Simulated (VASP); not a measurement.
Set up this calculation in VASP 6.6.1, as the native input.

```
Task                   : single point
Functional             : PBE
Potentials or basis    : VASP PAW PBE potentials, release 64 (Mg, Ru_pv, O)
Cutoff                 : 520 eV
k mesh                 : 4 × 4 × 6
Occupations            : gaussian, width 0.1 eV
Spin                   : collinear spin, ferromagnetic start
Starting moments       : [0.0, 1.0, 0.0] μB
Dipole correction      : no
Further INCAR settings : ALGO = Normal; EDIFF = 1e-06; NBANDS = 22
```

The structure of MgRuO lies in POSCAR:

```
MgRuO
1.0
    3.1132057548      0.0000000000      0.0000000000
    0.0000000000      3.1132057548      0.0000000000
    0.0000000000      0.0000000000      3.9952931042
Mg Ru O
1 1 1
Direct
    0.5000000000      0.5000000000      0.5000000000
    0.0000000000      0.0000000000      0.0000000000
    0.5000000000      0.5000000000      0.0000000000
```

The cell was generated, and may not be a known phase.

The input as run:

INCAR

```
SYSTEM = MgRuO
PREC = Accurate ; ENCUT = 520
EDIFF = 1E-6 ; ISMEAR = 0
SIGMA = 0.1 ; LREAL = .False.
LASPH = .True. ; NELM = 150
ALGO = Normal ; ISIF = 2
LWAVE = .False. ; LCHARG = .True.
ISPIN = 2 ; MAGMOM = 0 1 0
LORBIT = 11 ; LMAXMIX = 4
GGA = PE ; LELF = .True.
LVHAR = .True. ; NBANDS = 22
```

KPOINTS

```
regular mesh
0
Gamma
  4 4 6
  0 0 0
```

Potentials or basis: VASP PAW PBE potentials, release 64 (Mg, Ru_pv, O).

Launch:

```sh
$ cat potpaw_PBE.64/Mg/POTCAR potpaw_PBE.64/Ru_pv/POTCAR potpaw_PBE.64/O/POTCAR > POTCAR
$ mpirun -np 1 vasp_std > vasp.out
```

It gave:

| Quantity | Value |
| --- | --- |
| Pressure | -0.2 GPa |
| Net moment | 0.71 μB per cell |
| Site moments | Mg -0.01; Ru +0.70; O +0.02 μB |
| Valence electrons inside the program's atomic spheres | Mg 0.38; Ru 12.49; O 5.02 |

Caveat: the k points lie up to 0.50 Å⁻¹ apart.

Wall time 54 s on 1 thread of Intel Xeon 8259CL, with other jobs on the host, peak memory 0.18 GiB.
